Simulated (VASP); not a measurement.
# MnF2 (P4_2/mnm) in VASP: further runs

MnF2 is run at these levels: PBEsol, LDA; tasks: single point.

All numbers are computed with VASP 6.6.1; they aren't measurements. Logs are shortened: lines on timing, memory, paths and dates and some standing lists are left out, and cuts for length are marked.

### 1 The cell of the first run

Symmetry: P4_2/mnm, No. 136, tetragonal system. Conventional cell: a = 4.874 Å, b = 4.874 Å, c = 3.311 Å, α = 90.00°, β = 90.00°, γ = 90.00°. Within 2.8 Å of Mn (site symmetry mmm) lie 6 F at 2.10 to 2.13 Å. F (site symmetry m2m) has 3 Mn at 2.10 to 2.13 Å and 1 F at 2.68 Å within 2.8 Å.

### 2 Single point, PBEsol

The input, INCAR:

```
SYSTEM = MnF2
ALGO = Normal
EDIFF = 1E-7
ENCUT = 520
GGA = PS
ISIF = 2
ISMEAR = -1
LASPH = .True.
LCHARG = .False.
LREAL = .False.
LWAVE = .False.
NBANDS = 36
NELM = 60
PREC = Accurate
SIGMA = 0.05
```

The input, KPOINTS:

```
k-points
0
Gamma
  6 6 8
  0 0 0
```

The input, POSCAR:

```
MnF2
1.0
    4.8738000000      0.0000000000      0.0000000000
    0.0000000000      4.8738000000      0.0000000000
    0.0000000000      0.0000000000      3.3107000000
Mn F
2 4
Direct
    0.5000000000      0.5000000000      0.5000000000
    0.0000000000      0.0000000000      0.0000000000
    0.8053000000      0.1947000000      0.5000000000
    0.6947000000      0.6947000000      0.0000000000
    0.1947000000      0.8053000000      0.5000000000
    0.3053000000      0.3053000000      0.0000000000
```

Potentials or basis: VASP PAW PBE potentials, release 64 (Mn_pv, F).

The run is started by

```console
$ cat potpaw_PBE.64/Mn_pv/POTCAR potpaw_PBE.64/F/POTCAR > POTCAR
$ mpirun -np 1 vasp_std > vasp.out
```

OUTCAR:

```text
SYSTEM = MnF2
   EDIFF = 1E-7
   ENCUT = 520
   GGA = PS
   ISIF = 2
   ISMEAR = -1
   LASPH = .True.
   LREAL = .False.
   NELM = 60
   PREC = Accurate

 ion  position               nearest neighbor table
   1  0.500  0.500  0.500-   3 2.10   5 2.10   4 2.13   6 2.13   4 2.13   6 2.13
   2  0.000  0.000  0.000-   4 2.10   6 2.10   5 2.13   3 2.13   3 2.13   5 2.13
   3  0.805  0.195  0.500-   1 2.10   2 2.13   2 2.13
   4  0.695  0.695  0.000-   2 2.10   1 2.13   1 2.13
   5  0.195  0.805  0.500-   1 2.10   2 2.13   2 2.13
   6  0.305  0.305  0.000-   2 2.10   1 2.13   1 2.13

  LATTYP: Found a simple tetragonal cell.
 ALAT       =     4.8738000000
 C/A-ratio  =     0.6792851574

  Lattice vectors:

 A1 = (   4.8738000000,   0.0000000000,   0.0000000000)
 A2 = (   0.0000000000,   4.8738000000,   0.0000000000)
 A3 = (   0.0000000000,   0.0000000000,   3.3107000000)

Analysis of symmetry for initial positions (statically):
=====================================================================
 Subroutine PRICEL returns:
 Original cell was already a primitive cell.

 Routine SETGRP: Setting up the symmetry group for a
 simple tetragonal supercell.

 Subroutine GETGRP returns: Found 16 space group operations
 (whereof  8 operations were pure point group operations)
 out of a pool of 16 trial point group operations.

The static configuration has the point symmetry D_2h.
 The point group associated with its full space group is D_4h.

Analysis of symmetry for dynamics (positions and initial velocities):
=====================================================================
 Subroutine PRICEL returns:
 Original cell was already a primitive cell.

 Routine SETGRP: Setting up the symmetry group for a
 simple tetragonal supercell.

 Subroutine GETGRP returns: Found 16 space group operations
 (whereof  8 operations were pure point group operations)
 out of a pool of 16 trial point group operations.

The dynamic configuration has the point symmetry D_2h.
 The point group associated with its full space group is D_4h.

 Subroutine INISYM returns: Found 16 space group operations
 (whereof  8 operations are pure point group operations),
 and found     1 'primitive' translations

----------------------------------------------------------------------------------------

                                     Primitive cell

  volume of cell :      78.6421

  direct lattice vectors                    reciprocal lattice vectors
     4.873800000  0.000000000  0.000000000     0.205178711  0.000000000  0.000000000
     0.000000000  4.873800000  0.000000000     0.000000000  0.205178711  0.000000000
     0.000000000  0.000000000  3.310700000     0.000000000  0.000000000  0.302050926

  length of vectors
     4.873800000  4.873800000  3.310700000     0.205178711  0.205178711  0.302050926

  position of ions in fractional coordinates (direct lattice)
     0.500000000  0.500000000  0.500000000
     0.000000000  0.000000000  0.000000000
     0.805300000  0.194700000  0.500000000
     0.694700000  0.694700000  0.000000000
     0.194700000  0.805300000  0.500000000
     0.305300000  0.305300000  0.000000000

  ion indices of the primitive-cell ions
   primitive index   ion index
                 1           1
                 2           2
                 3           3
                 4           4
                 5           5
                 6           6

----------------------------------------------------------------------------------------

 KPOINTS: k-points

Automatic generation of k-mesh.
 Grid dimensions read from file:
 generate k-points for:    6    6    8

 Generating k-lattice:

  Cartesian coordinates                     Fractional coordinates (reciprocal lattice)
     0.034196452  0.000000000  0.000000000     0.166666667  0.000000000  0.000000000
     0.000000000  0.034196452  0.000000000     0.000000000  0.166666667  0.000000000
     0.000000000  0.000000000  0.037756366     0.000000000  0.000000000  0.125000000

  Length of vectors
     0.034196452  0.034196452  0.037756366

  Shift w.r.t. Gamma in fractional coordinates (k-lattice)
     0.000000000  0.000000000  0.000000000

 Subroutine IBZKPT returns following result:
 ===========================================

 Found     50 irreducible k-points:

 Following reciprocal coordinates:
            Coordinates               Weight
  0.000000  0.000000  0.000000      1.000000
  0.166667  0.000000  0.000000      4.000000
  0.333333  0.000000  0.000000      4.000000
  0.500000  0.000000  0.000000      2.000000
  0.166667  0.166667  0.000000      4.000000
  0.333333  0.166667  0.000000      8.000000
[... 16 lines left out ...]
  0.333333  0.000000  0.250000      8.000000
  0.500000  0.000000  0.250000      4.000000
 [... further k-points ...]
   k-points           NKPTS =     50   k-points in BZ     NKDIM =     50   number of bands    NBANDS=     36
   number of dos      NEDOS =    301   number of ions     NIONS =      6
   total plane-waves  NPLWV =  36288
   dimension x,y,z NGX =    36 NGY =   36 NGZ =   28
   dimension x,y,z NGXF=    72 NGYF=   72 NGZF=   56
   ions per type =               2   4
   NGX,Y,Z   is equivalent  to a cutoff of  12.28, 12.28, 14.06 a.u.
   NGXF,Y,Z  is equivalent  to a cutoff of  24.56, 24.56, 28.12 a.u.
 SYSTEM =  MnF2
   PREC   = accura    normal or accurate (medium, high low for compatibility)
   ISTART =      0    job   : 0-new  1-cont  2-samecut
   ICHARG =      2    charge: 1-file 2-atom 10-const
   ISPIN  =      1    spin polarized calculation?
   LNONCOLLINEAR =      F non collinear calculations
   LSORBIT =      F    spin-orbit coupling
   LASPH  =      T    aspherical Exc in radial PAW
   ENCUT  =  520.0 eV  38.22 Ry    6.18 a.u.   9.06  9.06  6.16*2*pi/ulx,y,z
   NELM   =     60;   NELMIN=  2; NELMDL= -5     # of ELM steps
   EDIFF  = 0.1E-06   stopping-criterion for ELM
   LREAL  =      F    real-space projection
   EDIFFG = 0.1E-05   stopping-criterion for IOM
   NSW    =      0    number of steps for IOM
   IBRION =     -1    ionic relax: 0-MD 1-quasi-New 2-CG
   NFREE  =      0    steps in history (QN), initial steepest desc. (CG)
   ISIF   =      2    stress and relaxation
   ISYM   =      2    0-nonsym 1-usesym 2-fastsym
   POTIM  = 0.5000    time-step for ionic-motion
   TEBEG  =    0.0;   TEEND  =   0.0 temperature during run
   PSTRESS=    0.0 pullay stress
   NELECT =      54.0000    total number of electrons
   NUPDOWN=      -1.0000    fix difference up-down
   EMIN   =  10.00;   EMAX   =-10.00  energy-range for DOS
   EFERMI =   0.00;   METHOD = LEGACY
   ISMEAR =    -1;   SIGMA  =   0.05  broadening in eV -4-tet -1-fermi 0-gaus
   EFERMI_NEDOS =   21; number of points for ismear=-14 and -15
   IALGO  =     38    algorithm
   IMIX   =      4    mixing-type and parameters
     AMIX     =   0.40;   BMIX     =  1.00
     AMIX_MAG =   1.60;   BMIX_MAG =  1.00
  volume/ion in A,a.u.               =      13.11        88.45
  Fermi-wavevector in a.u.,A,eV,Ry     =   1.444290  2.729312 28.381385  2.085973
  Thomas-Fermi vector in A             =   2.562601
   LORBIT       =      0    0 simple, 1 ext, 2 COOP (PROOUT), +10 PAW based schemes
   GGA     = PS    functional components
   LHFCALC =     F    Hartree Fock is set to
   AEXX    =    0.0000 exact exchange contribution
   IVDW    =     0    specifies the selected vdW correction
   LEPSILON=     F    determine dielectric tensor
   LRPA    =     F    only Hartree local field effects (RPA)
 non-spin polarized calculation
  energy-cutoff  :      520.00
  volume of cell :       78.64
 maximum number of plane-waves:      2144
   NGX = 19   NGY = 19   NGZ = 13

 number of electron      54.0000047 magnetization

 Free energy of the ion-electron system (eV)
  ---------------------------------------------------
  ext. energy  EPLUGINS =         0.00000000
  ---------------------------------------------------
  free energy    TOTEN  =       -34.71345545 eV

  energy without entropy =      -34.57105237  energy(sigma->0) =      -34.64225391

 E-fermi :   3.0922     XC(G=0): -10.1213

 val. band max:        3.0912470004   @ k =   0.3333   0.1667   0.5000
 cond. band min:       3.1007309059   @ k =   0.3333   0.0000   0.3750
 fundamental gap:      0.0094839055
 Fermi energy:         3.0922214416

 k-point     1 :       0.0000    0.0000    0.0000
  band No.  band energies     occupation
      1     -44.8106      2.00000
      2     -44.8106      2.00000
      3     -44.7440      2.00000
      4     -44.7418      2.00000
      5     -44.7121      2.00000
      6     -44.7121      2.00000
[... 28 lines left out ...]
     35       9.8968      0.00000
     36      11.5008      0.00000

 k-point     2 :       0.1667    0.0000    0.0000
  band No.  band energies     occupation
      1     -44.8106      2.00000
      2     -44.8106      2.00000
      3     -44.7438      2.00000
      4     -44.7419      2.00000
      5     -44.7121      2.00000
      6     -44.7121      2.00000
[... 28 lines left out ...]
     35      10.0964      0.00000
     36      11.7182      0.00000

 k-point     3 :       0.3333    0.0000    0.0000
  band No.  band energies     occupation
      1     -44.8105      2.00000
      2     -44.8105      2.00000
      3     -44.7434      2.00000
      4     -44.7423      2.00000
      5     -44.7122      2.00000
      6     -44.7122      2.00000
[... 28 lines left out ...]
     35      10.6411      0.00000
     36      11.7304      0.00000
[... 742 lines left out ...]
 k-point    23 :       0.3333    0.0000    0.2500
  band No.  band energies     occupation
      1     -44.8098      2.00000
      2     -44.8098      2.00000
      3     -44.7555      2.00000
      4     -44.7548      2.00000
      5     -44.7101      2.00000
      6     -44.7101      2.00000
[... 28 lines left out ...]
     35      11.7970      0.00000
     36      11.9640      0.00000

 k-point    24 :       0.5000    0.0000    0.2500
  band No.  band energies     occupation
      1     -44.8098      2.00000
      2     -44.8098      2.00000
      3     -44.7551      2.00000
      4     -44.7551      2.00000
      5     -44.7101      2.00000
      6     -44.7101      2.00000
[... 28 lines left out ...]
     35      12.0810      0.00000
     36      12.0810      0.00000

 [... further k-points ...]
[... 5 lines left out ...]
  --------------------------------------------------------------------------------------
  -------------------------------------------------------------------------------------
  Total       -9.2747974     -9.2747974    -12.0147796      0.0000000      0.0000000      0.0000000
  in kB     -188.9556037   -188.9556037   -244.7773075      0.0000000      0.0000000      0.0000000
  external PRESSURE =    -207.5628383 kB  Pullay stress =       0.0000000 kB

 VOLUME and BASIS-vectors are now :
 -----------------------------------------------------------------------------
  energy-cutoff  :      520.00
  volume of cell :       78.64
      direct lattice vectors                 reciprocal lattice vectors
     4.873800000  0.000000000  0.000000000     0.205178711  0.000000000  0.000000000
     0.000000000  4.873800000  0.000000000     0.000000000  0.205178711  0.000000000
     0.000000000  0.000000000  3.310700000     0.000000000  0.000000000  0.302050926

 POSITION                                       TOTAL-FORCE (eV/Angst)
 -----------------------------------------------------------------------------------
      2.43690      2.43690      1.65535         0.000000     -0.000000     -0.000000
      0.00000      0.00000      0.00000         0.000000     -0.000000     -0.000000
      3.92487      0.94893      1.65535         0.050565     -0.050565     -0.000000
      3.38583      3.38583      0.00000        -0.050565     -0.050565      0.000000
      0.94893      3.92487      1.65535        -0.050565      0.050565     -0.000000
      1.48797      1.48797      0.00000         0.050565      0.050565     -0.000000
 -----------------------------------------------------------------------------------
    total drift:                                0.000000      0.000000      0.000000

  FREE ENERGIE OF THE ION-ELECTRON SYSTEM (eV)
  ---------------------------------------------------
  free  energy   TOTEN  =       -34.7134554506 eV

  energy  without entropy=      -34.5710523742  energy(sigma->0) =      -34.64225391
```

Wall time 2.3 min (1 thread of AMD EPYC 7R13 (Zen 3), shared host); peak memory 0.21 GiB.

Results:

```yaml
Free_energy: -34.7135 eV
Pressure: -20.8 GPa
Largest_force: 0.072 eV/Å
Band_gap_on_the_k_mesh: zero (band 27 reaches 3.14 eV, above the bottom of band 28 at 2.95 eV)
```

Forces in eV/Å, atoms in the order of the input:
```
Mn   0.000  0.000  0.000
Mn   0.000  0.000  0.000
F    0.051 -0.051  0.000
F   -0.051 -0.051  0.000
F   -0.051  0.051  0.000
F    0.051  0.051  0.000
```

Stress tensor (GPa, compression positive):
```
-18.90   0.00   0.00
  0.00 -18.90   0.00
  0.00   0.00 -24.48
```

Caveat: the PAW data sets were made with another functional, which shifts forces and pressure a little; the run has no spin polarisation, though such a crystal can be magnetic; semilocal functionals often make such compounds metallic where correlation or magnetic order opens a gap, which also shifts bond lengths.

### 3 Single point, LDA, collinear spin, ferromagnetic start

The input, INCAR:

```
ALGO     = Normal         # electronic algorithm
EDIFF    = 1E-6           # SCF threshold, eV
ENCUT    = 520            # plane-wave cutoff, eV
ISIF     = 2              # what is computed and relaxed
ISMEAR   = -1             # smearing method
ISPIN    = 2              # spin polarisation
LASPH    = T              # aspherical terms in the spheres
LCHARG   = F              # write CHGCAR
LMAXMIX  = 4              # l up to which the mixer works
LORBIT   = 11             # projections on sites
LREAL    = F              # projectors in reciprocal space
LWAVE    = F              # write WAVECAR
MAGMOM   = 4 4 0 0 0 0    # initial moments
NBANDS   = 40             # bands
NELM     = 150            # most SCF steps
PREC     = Accurate       # precision mode
SIGMA    = 0.1            # smearing width, eV
```

The input, KPOINTS:

```
k-points
0
Gamma
  6 6 9
```

POSCAR is that of step 2.

Potentials or basis: VASP PAW LDA potentials, release 64 (Mn_pv, F).

The run is started by

```console
$ cat potpaw_LDA.64/Mn_pv/POTCAR potpaw_LDA.64/F/POTCAR > POTCAR
$ mpirun -np 1 vasp_std > vasp.out
```

It took 5.3 min on 1 thread of Intel Xeon 8259CL, shared host; peak memory 0.31 GiB.

Results (log left out):

```
Free energy                                           : -41.6547 eV
Pressure                                              : -5.6 GPa
Largest force                                         : 0.042 eV/Å
Band gap on the k mesh                                : 0.79 eV, direct
Net moment                                            : 10.00 μB per cell
Site moments                                          : Mn +4.55; F +0.10 μB
Valence electrons inside the program's atomic spheres : Mn 11.28; F 6.06
```

Forces on the atoms (eV/Å):
```
Mn   0.000  0.000  0.000
Mn   0.000  0.000  0.000
F    0.030 -0.030  0.000
F   -0.030 -0.030  0.000
F   -0.030  0.030  0.000
F    0.030  0.030  0.000
```

Stress tensor (GPa, compression positive):
```
-5.24  0.00  0.00
 0.00 -5.24  0.00
 0.00  0.00 -6.37
```

Levels at points of the mesh, in eV from the valence-band top:
Spin up:
| k point | band 30 | band 31 | band 32 | band 33 | band 34 | band 35 |
| --- | --- | --- | --- | --- | --- | --- |
| (0.00, 0.00, 0.00) | -0.56 | -0.56 | 0.00 | 0.79 | 6.06 | 6.06 |
| (0.50, 0.00, 0.00) | -0.82 | -0.68 | -0.68 | 3.14 | 3.14 | 7.40 |
| (0.50, 0.50, 0.00) | -1.12 | -0.56 | -0.56 | 4.70 | 4.70 | 5.12 |
Spin down:
```
           k point  band 19  band 20  band 21  band 22  band 23  band 24  band 25  band 26
(0.00, 0.00, 0.00)    -5.20    -4.80    -4.80    -4.50     1.17     1.20     1.61     1.69
(0.50, 0.00, 0.00)    -5.61    -5.61    -4.84    -4.84     1.38     1.38     1.81     1.81
(0.50, 0.50, 0.00)    -5.26    -5.26    -5.18    -5.18     1.27     1.27     1.70     1.70
```

Caveat: only a ferromagnetic start was run, and an antiferromagnetic order may lie lower in energy.
